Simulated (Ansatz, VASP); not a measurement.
## One calculation of Ti, two programs

```xyz
1
Lattice="0.0000 2.0300 2.0503 2.0300 0.0000 2.0503 2.0300 2.0300 0.0000" Properties=species:S:1:pos:R:3 pbc="T T T"
Ti    0.0000    0.0000    0.0000
```

Change from the starting cell: strain +0.0100 x Voigt [0, 0, 1, 0, 0, 0], atoms carried along.

Alike in both runs: task single point; functional PBEsol; k mesh 20 × 20 × 20; occupations gaussian, width 0.15 eV; no spin polarisation.

|  | VASP | Ansatz |
| --- | --- | --- |
| version | VASP 6.6.1 | Ansatz 0.2.0 |
| potentials or method | VASP PAW PBE potentials, release 64 (Ti_sv), cutoff 520 eV | scalar-relativistic, plane waves, PAW |
| valence electrons in the cell | 12 | 12 |

|  | VASP | Ansatz | Ansatz less VASP |
| --- | --- | --- | --- |
| gap on the k mesh at the Fermi level (eV) | none | none | - |
| pressure (GPa) | -1.7 | -1.4 | +0.26 |
| traceless stress, the component that is largest in VASP (GPa) | -0.24 | -0.24 | +0.002 |

VASP's potentials were made for PBE, not for PBEsol. A gap of «none» marks a metal or a gap that the smearing closes.
